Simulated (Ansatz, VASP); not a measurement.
## Be5Te2: VASP beside Ansatz

```
CELL_PARAMETERS angstrom
-1.99301 3.81930 -0.26288
-3.98616 0.00119 -0.00069
-1.99089 0.73674 8.08729
ATOMIC_POSITIONS crystal
Be 0.49988 0.99905 0.50009
Be 0.98099 0.48922 0.45315
Be 0.01863 0.92387 0.54662
Be 0.42969 0.61760 0.37258
Be 0.56973 0.42024 0.62761
Te 0.30711 0.27096 0.20110
Te 0.69396 0.77907 0.79885
```

Change from the starting cell: cell x1, atoms moved at random (sigma 0.15 Å) and cell strained at random (1.5 %), then relaxed without symmetry.

Alike in both runs: functional PBE; k mesh 6 × 6 × 6; occupations gaussian, width 0.2 eV; no spin polarisation.

Ansatz relaxed the structure, and its values are those at the end. VASP's run is a single point on that final structure, the one shown.

|  | VASP | Ansatz |
| --- | --- | --- |
| version | VASP 6.6.1 | Ansatz 0.2.0 |
| potentials or method | VASP PAW PBE potentials, release 64 (Be, Te), cutoff 520 eV | scalar-relativistic, plane waves, PAW |
| valence electrons in the cell | 22 | 42 |

|  | VASP | Ansatz | Ansatz less VASP |
| --- | --- | --- | --- |
| gap on the k mesh at the Fermi level (eV) | none | none | - |
| pressure (GPa) | 0.1 | 0.0 | -0.12 |
| rms of the force components (eV/Å) | 0.018 | 0.010 | -0.0081 |

A gap of «none» marks a metal or a gap that the smearing closes. VASP's potentials hold 22 valence electrons a cell and Ansatz's 42, so a difference there can come from the potentials and not from the codes.

Neither program's run includes spin-orbit coupling.
